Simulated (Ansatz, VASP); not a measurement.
One calculation of Mg5CdS6, two programs

```xyz
12
Lattice="3.7300 0.0000 0.0000 -1.8650 3.2303 0.0000 0.0000 0.0000 18.3097" Properties=species:S:1:pos:R:3 pbc="T T T"
Mg    0.0000    2.1535   15.3048
Mg    0.0000    0.0000    0.0000
Mg    1.8650    1.0768    3.0049
Mg    0.0000    2.1535    6.0120
Mg    1.8650    1.0768   12.2977
Cd    0.0000    0.0000    9.1549
S     1.8650    1.0768   16.8076
S     0.0000    2.1535    1.5022
S     0.0000    0.0000    4.5071
S     1.8650    1.0768    7.4985
S     0.0000    2.1535   10.8112
S     0.0000    0.0000   13.8026
```

Alike in both runs: task single point; functional PBE; k mesh 6 × 6 × 1; occupations gaussian, width 0.1 eV; no spin polarisation.

```csv
,VASP,Ansatz
version,VASP 6.6.1,Ansatz 0.2.0
potentials or method,"VASP PAW PBE potentials, release 64 (Mg, Cd, S), cutoff 520 eV","scalar-relativistic, plane waves, PAW"
valence electrons in the cell,58,106
```

|  | VASP | Ansatz | Ansatz less VASP |
| --- | --- | --- | --- |
| gap on the k mesh at the Fermi level (eV) | 1.91 | 1.92 | +0.011 |
| least direct gap on the mesh (eV) | 2.34 | 2.35 | +0.011 |
| pressure (GPa) | -0.2 | 0.0 | +0.16 |
| traceless stress, the component that is largest in VASP (GPa) | -0.05 | -0.06 | -0.010 |
| rms of the force components (eV/Å) | 0.012 | 0.002 | -0.0101 |

Atom by atom the forces differ by 0.012 eV/Å (rms over components). The functional is the same, so the differences come from potentials, cutoffs and numerics. VASP's potentials hold 58 valence electrons a cell and Ansatz's 106, so a difference there can come from the potentials and not from the codes.
